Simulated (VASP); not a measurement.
Input of a VASP 6.6.1 run:

INCAR

```
SYSTEM = BaRe
PREC = Accurate
ENCUT = 560
EDIFF = 1E-6
ISMEAR = 0
SIGMA = 0.05
LREAL = .FALSE.
LASPH = .TRUE.
NELM = 120
ALGO = Normal
ISIF = 2
LWAVE = .FALSE.
LCHARG = .TRUE.
GGA = PE
LELF = .TRUE.
LVHAR = .TRUE.
NBANDS = 20
GGA_COMPAT = .FALSE.
```

Contents of KPOINTS:

```
Automatic mesh
0
G
  8 8 8
  0 0 0
```

File POSCAR:

```
BaRe
1.0
    3.7233438108      0.0000000000      0.0000000000
    0.0000000000      3.7233438108      0.0000000000
    0.0000000000      0.0000000000      3.7233438108
Ba Re
1 1
Direct
    0.0000000000      0.0000000000      0.0000000000
    0.5000000000      0.5000000000      0.5000000000
```

Potentials or basis: VASP PAW PBE potentials, release 64 (Ba_sv, Re_sv_GW).

The run is started by

```console
$ cat potpaw_PBE.64/Ba_sv/POTCAR potpaw_PBE.64/Re_sv_GW/POTCAR > POTCAR
$ mpirun -np 1 vasp_std > vasp.out
```

Problem. What does it give for the band gap on the k mesh?

Solution. Zero (an odd number of electrons rules out a gap without spin polarisation).

Problem. What does it give for the pressure?

Solution. 1.3 GPa.

Caveat: spin-orbit coupling is left out, which moves the levels of the heavy elements.
